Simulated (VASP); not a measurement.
# PtS2 (P-3m1) in VASP: settings compared

Aim: see how the results for PtS2 move with the level of theory and the settings. Levels: LDA, PBE. Tasks: single point.

Everything below comes from runs of VASP 6.6.1. Logs are shortened: lines on timing, memory, paths and dates and some standing lists are left out, and cuts for length are marked.

## Step 1: The cell of the first run

Symmetry: P-3m1, No. 164, trigonal system. The conventional cell has a = 3.553 Å, b = 3.553 Å, c = 5.123 Å, α = 90.00°, β = 90.00°, γ = 120.00°. Pt (site symmetry -3m) has 6 S at 2.39 Å within 3.2 Å. S (site symmetry 3m) has 3 Pt at 2.39 Å and 3 S at 3.20 Å within 3.2 Å.

## Step 2: Single point, LDA

INCAR

```
  ALGO = Normal
  EDIFF = 1E-6
  ENCUT = 500
  GGA = CA
  GGA_COMPAT = F
  ISIF = 2
  ISMEAR = 0
  LASPH = T
  LCHARG = F
  LREAL = F
  LWAVE = F
  NBANDS = 18
  NELM = 120
  PREC = Accurate
  SIGMA = 0.01
```

KPOINTS

```
k-points
0
Gamma
  6 6 2
```

POSCAR

```
PtS2
1.0
    3.5526240935      0.0000000000      0.0000000000
   -1.7763120467      3.0766627150      0.0000000000
    0.0000000000      0.0000000000      5.1228306381
Pt S
1 2
Direct
    0.0000000000      0.0000000000      0.0000000000
    0.3333333333      0.6666666667      0.2392542164
    0.6666666667      0.3333333333      0.7607457836
```

Potentials or basis: VASP PAW LDA potentials, release 64 (Pt, S).

Command:

```console
cat potpaw_LDA.64/Pt/POTCAR potpaw_LDA.64/S/POTCAR > POTCAR
mpirun -np 1 vasp_std > vasp.out
```

OUTCAR:

```text
EDIFF = 1E-6
   ENCUT = 500
   GGA = CA
   ISIF = 2
   ISMEAR = 0
   LASPH = T
   LREAL = F
   NELM = 120
   PREC = Accurate

 ion  position               nearest neighbor table
   1  0.000  0.000  0.000-   2 2.39   3 2.39   2 2.39   3 2.39   3 2.39   2 2.39
   2  0.333  0.667  0.239-   1 2.39   1 2.39   1 2.39
   3  0.667  0.333  0.761-   1 2.39   1 2.39   1 2.39

  LATTYP: Found a hexagonal cell.
 ALAT       =     3.5526240935
 C/A-ratio  =     1.4419849957

  Lattice vectors:

 A1 = (   3.5526240935,   0.0000000000,   0.0000000000)
 A2 = (  -1.7763120467,   3.0766627150,   0.0000000000)
 A3 = (   0.0000000000,   0.0000000000,   5.1228306381)

Analysis of symmetry for initial positions (statically):
=====================================================================
 Subroutine PRICEL returns:
 Original cell was already a primitive cell.

 Routine SETGRP: Setting up the symmetry group for a
 hexagonal supercell.

 Subroutine GETGRP returns: Found 12 space group operations
 (whereof 12 operations were pure point group operations)
 out of a pool of 24 trial point group operations.

The static configuration has the point symmetry D_3d.

Analysis of symmetry for dynamics (positions and initial velocities):
=====================================================================
 Subroutine PRICEL returns:
 Original cell was already a primitive cell.

 Routine SETGRP: Setting up the symmetry group for a
 hexagonal supercell.

 Subroutine GETGRP returns: Found 12 space group operations
 (whereof 12 operations were pure point group operations)
 out of a pool of 24 trial point group operations.

The dynamic configuration has the point symmetry D_3d.

 Subroutine INISYM returns: Found 12 space group operations
 (whereof 12 operations are pure point group operations),
 and found     1 'primitive' translations

----------------------------------------------------------------------------------------

                                     Primitive cell

  volume of cell :      55.9937

  direct lattice vectors                    reciprocal lattice vectors
[... 70 lines left out ...]
   ISTART =      0    job   : 0-new  1-cont  2-samecut
   ICHARG =      2    charge: 1-file 2-atom 10-const
   ISPIN  =      1    spin polarized calculation?
   LNONCOLLINEAR =      F non collinear calculations
   LSORBIT =      F    spin-orbit coupling
   LASPH  =      T    aspherical Exc in radial PAW
   ENCUT  =  500.0 eV  36.75 Ry    6.06 a.u.   6.48  6.48  9.34*2*pi/ulx,y,z
   NELM   =    120;   NELMIN=  2; NELMDL= -5     # of ELM steps
   EDIFF  = 0.1E-05   stopping-criterion for ELM
   LREAL  =      F    real-space projection
   EDIFFG = 0.1E-04   stopping-criterion for IOM
   NSW    =      0    number of steps for IOM
   IBRION =     -1    ionic relax: 0-MD 1-quasi-New 2-CG
   NFREE  =      0    steps in history (QN), initial steepest desc. (CG)
   ISIF   =      2    stress and relaxation
   ISYM   =      2    0-nonsym 1-usesym 2-fastsym
   POTIM  = 0.5000    time-step for ionic-motion
   TEBEG  =    0.0;   TEEND  =   0.0 temperature during run
   PSTRESS=    0.0 pullay stress
   NELECT =      22.0000    total number of electrons
   NUPDOWN=      -1.0000    fix difference up-down
   EMIN   =  10.00;   EMAX   =-10.00  energy-range for DOS
   EFERMI =   0.00;   METHOD = LEGACY
   ISMEAR =     0;   SIGMA  =   0.01  broadening in eV -4-tet -1-fermi 0-gaus
   EFERMI_NEDOS =   21; number of points for ismear=-14 and -15
   IALGO  =     38    algorithm
   IMIX   =      4    mixing-type and parameters
     AMIX     =   0.40;   BMIX     =  1.00
     AMIX_MAG =   1.60;   BMIX_MAG =  1.00
  volume/ion in A,a.u.               =      18.66       125.95
  Fermi-wavevector in a.u.,A,eV,Ry     =   1.199046  2.265869 19.561265  1.437712
  Thomas-Fermi vector in A             =   2.334919
   LORBIT       =      0    0 simple, 1 ext, 2 COOP (PROOUT), +10 PAW based schemes
   GGA     = CA    functional components
   LHFCALC =     F    Hartree Fock is set to
   AEXX    =    0.0000 exact exchange contribution
   IVDW    =     0    specifies the selected vdW correction
   LEPSILON=     F    determine dielectric tensor
   LRPA    =     F    only Hartree local field effects (RPA)
 non-spin polarized calculation
 Gauss-broadening in eV      SIGMA  =   0.01
  energy-cutoff  :      500.00
  volume of cell :       55.99
 maximum number of plane-waves:      1459
 NGX is ok and might be reduce to    28
   NGX = 13   NGY = 13   NGZ = 19

 number of electron      21.9999996 magnetization

 Free energy of the ion-electron system (eV)
  ---------------------------------------------------
  ext. energy  EPLUGINS =         0.00000000
  ---------------------------------------------------
  free energy    TOTEN  =       -18.14347269 eV

  energy without entropy =      -18.14347269  energy(sigma->0) =      -18.14347269

 E-fermi :   6.3381     XC(G=0): -10.8492

 val. band max:        6.2929222811   @ k =   0.0000   0.0000   0.0000
 cond. band min:       7.0432156560   @ k =   0.3333   0.3333   0.0000
 fundamental gap:      0.7502933749
 Fermi energy:         6.3381298770

 k-point     1 :       0.0000    0.0000    0.0000
  band No.  band energies     occupation
      1      -8.7909      2.00000
      2      -5.9321      2.00000
      3      -0.5325      2.00000
      4      -0.2025      2.00000
      5      -0.2025      2.00000
      6       2.5578      2.00000
[... 271 lines left out ...]
      5       0.2029      2.00000
      6       2.0318      2.00000
[... 10 lines left out ...]
     17      14.0702      0.00000
     18      16.7693      0.00000

------------------------ aborting loop because EDIFF is reached ----------------------------------------

  FORCE on cell =-STRESS in cart. coord.  units (eV):
  Direction    XX          YY          ZZ          XY          YZ          ZX
  --------------------------------------------------------------------------------------
  -------------------------------------------------------------------------------------
  Total       -1.3259859     -1.3259859     -1.5024706     -0.0000000     -0.0000000     -0.0000000
  in kB      -37.9411362    -37.9411362    -42.9909864     -0.0000000     -0.0000000     -0.0000000
  external PRESSURE =     -39.6244196 kB  Pullay stress =       0.0000000 kB

 VOLUME and BASIS-vectors are now :
 -----------------------------------------------------------------------------
  energy-cutoff  :      500.00
  volume of cell :       55.99
      direct lattice vectors                 reciprocal lattice vectors
     3.552624093  0.000000000  0.000000000     0.281482075  0.162513752  0.000000000
    -1.776312047  3.076662715  0.000000000     0.000000000  0.325027503  0.000000000
     0.000000000  0.000000000  5.122830638     0.000000000  0.000000000  0.195204579

 POSITION                                       TOTAL-FORCE (eV/Angst)
 -----------------------------------------------------------------------------------
      0.00000      0.00000      0.00000        -0.000000      0.000000     -0.000000
     -0.00000      2.05111      1.22566         0.000000      0.000000     -0.322826
      1.77631      1.02555      3.89717        -0.000000      0.000000      0.322826
 -----------------------------------------------------------------------------------
    total drift:                               -0.000000     -0.000000     -0.000000

  FREE ENERGIE OF THE ION-ELECTRON SYSTEM (eV)
  ---------------------------------------------------
  free  energy   TOTEN  =       -18.1434726857 eV

  energy  without entropy=      -18.1434726857  energy(sigma->0) =      -18.14347269
```

stdout:

```text
POSCAR found type information on POSCAR PtS
 POSCAR found :  2 types and       3 ions
 scaLAPACK will be used
 LDA part: xc-table for (Slater(with rela. corr.)+CA(PZ))
 , standard interpolation
 POSCAR, INCAR and KPOINTS ok, starting setup
 FFT: planning ... GRIDC
 FFT: planning ... GRID_SOFT
 FFT: planning ... GRID
 WAVECAR not read
 entering main loop
```

Run time: 6.1 s. Hardware: 1 thread of Intel Xeon 6975P-C (Granite Rapids), shared host; peak memory 0.16 GiB.

Results:

| Quantity | Value |
| --- | --- |
| Free energy | -18.1435 eV |
| Pressure | -4.0 GPa |
| Largest force | 0.323 eV/Å |
| Band gap on the k mesh | 0.75 eV, indirect (least direct gap 1.44 eV) |

Forces in eV/Å, atoms in the order of the input:
```
Pt   0.000  0.000  0.000
S    0.000  0.000 -0.323
S    0.000  0.000  0.323
```

Levels at points of the mesh, in eV from the valence-band top:
```
           k point  band 9  band 10  band 11  band 12  band 13  band 14
(0.00, 0.00, 0.00)   -1.00    -1.00     0.00     2.11     2.11     4.62
(0.50, 0.00, 0.00)   -3.02    -2.93    -2.40     1.49     2.56     5.36
(0.00, 0.00, 0.50)   -1.24    -1.24    -1.07     2.63     2.63     5.44
(0.50, 0.00, 0.50)   -2.69    -2.66    -1.39     1.73     2.17     4.99
```

Caveat: the k points lie up to 0.61 Å⁻¹ apart; spin-orbit coupling is left out, which moves the levels of the heavy elements.

## Step 3: Single point, PBE

INCAR

```
SYSTEM = PtS2
ALGO = Normal ; EDIFF = 1E-6
ENCUT = 500 ; GGA = PE
GGA_COMPAT = .False. ; ISIF = 2
ISMEAR = 0 ; LASPH = .True.
LCHARG = .True. ; LELF = .True.
LREAL = .False. ; LVHAR = .True.
LWAVE = .False. ; NBANDS = 18
NELM = 120 ; PREC = Accurate
SIGMA = 0.01
```

KPOINTS

```
k-points
0
Gamma
  6 6 4
  0 0 0
```

POSCAR is that of step 2.

Potentials or basis: VASP PAW PBE potentials, release 64 (Pt, S).

Command:

```console
cat potpaw_PBE.64/Pt/POTCAR potpaw_PBE.64/S/POTCAR > POTCAR
mpirun -np 1 vasp_std > vasp.out
```

Run time: 12 s. Hardware: 1 thread of Intel Xeon 6975P-C (Granite Rapids), shared host; peak memory 0.18 GiB.

Results (log left out):

```yaml
Free_energy: -15.3944 eV
Pressure: 3.2 GPa
Largest_force: 0.026 eV/Å
Band_gap_on_the_k_mesh: 0.85 eV, indirect (least direct gap 1.42 eV)
```

Forces in eV/Å, atoms in the order of the input:
```
Pt   0.000  0.000  0.000
S    0.000  0.000  0.026
S    0.000  0.000 -0.026
```

Stress tensor (GPa, compression positive):
```
3.64 0.00 0.00
0.00 3.64 0.00
0.00 0.00 2.36
```

Levels at points of the mesh, in eV from the valence-band top:
```
           k point  band 7  band 8  band 9  band 10  band 11  band 12  band 13  band 14  band 15  band 16
(0.00, 0.00, 0.00)   -3.69   -1.95   -1.01    -1.01     0.00     2.14     2.14     4.79     5.45     8.10
(0.50, 0.00, 0.00)   -3.12   -3.07   -2.99    -2.90    -2.38     1.58     2.59     5.46     6.49     8.22
(0.00, 0.00, 0.50)   -3.71   -2.55   -1.24    -1.24    -1.08     2.66     2.66     5.59     7.10     7.80
(0.50, 0.00, 0.50)   -3.06   -3.00   -2.68    -2.63    -1.40     1.78     2.25     5.10     5.51     7.66
```

Caveat: spin-orbit coupling is left out, which moves the levels of the heavy elements. A k mesh can miss the band edges.

## Step 4: Single point, PBE

INCAR

```
ALGO = Normal
EDIFF = 1E-6
ENCUT = 500
GGA = PE
GGA_COMPAT = False
ISIF = 2
ISMEAR = 0
LASPH = True
LCHARG = False
LREAL = False
LWAVE = False
NBANDS = 18
NELM = 120
PREC = Accurate
SIGMA = 0.01
```

KPOINTS

```
k-points
0
Gamma
  6 6 4
```

POSCAR is that of step 3.

Command:

```console
cat potpaw_PBE.64/Pt/POTCAR potpaw_PBE.64/S/POTCAR > POTCAR
mpirun -np 1 vasp_std > vasp.out
```

It took 12 s on 1 thread of Intel Xeon 6975P-C (Granite Rapids), shared host; peak memory 0.18 GiB.

The run converged. Its results:

| Quantity | Value |
| --- | --- |
| Free energy | -15.3944 eV |
| Pressure | 3.2 GPa |
| Largest force | 0.026 eV/Å |
| Band gap on the k mesh | 0.85 eV, indirect (least direct gap 1.42 eV) |

Forces in eV/Å, atoms in the order of the input:
```
Pt   0.000  0.000  0.000
S    0.000  0.000  0.026
S    0.000  0.000 -0.026
```

Stress tensor (GPa, compression positive):
```
3.64 0.00 0.00
0.00 3.64 0.00
0.00 0.00 2.36
```

Levels at points of the mesh, in eV from the valence-band top:
```tsv
k point	band 7	band 8	band 9	band 10	band 11	band 12	band 13	band 14	band 15	band 16
(0.00, 0.00, 0.00)	-3.69	-1.95	-1.01	-1.01	0.00	2.14	2.14	4.79	5.45	8.10
(0.50, 0.00, 0.00)	-3.12	-3.07	-2.99	-2.90	-2.38	1.58	2.59	5.46	6.49	8.22
(0.00, 0.00, 0.50)	-3.71	-2.55	-1.24	-1.24	-1.08	2.66	2.66	5.59	7.10	7.80
(0.50, 0.00, 0.50)	-3.06	-3.00	-2.68	-2.63	-1.40	1.78	2.25	5.10	5.51	7.66
```

Caveat: spin-orbit coupling is left out, which moves the levels of the heavy elements. A k mesh can miss the band edges.
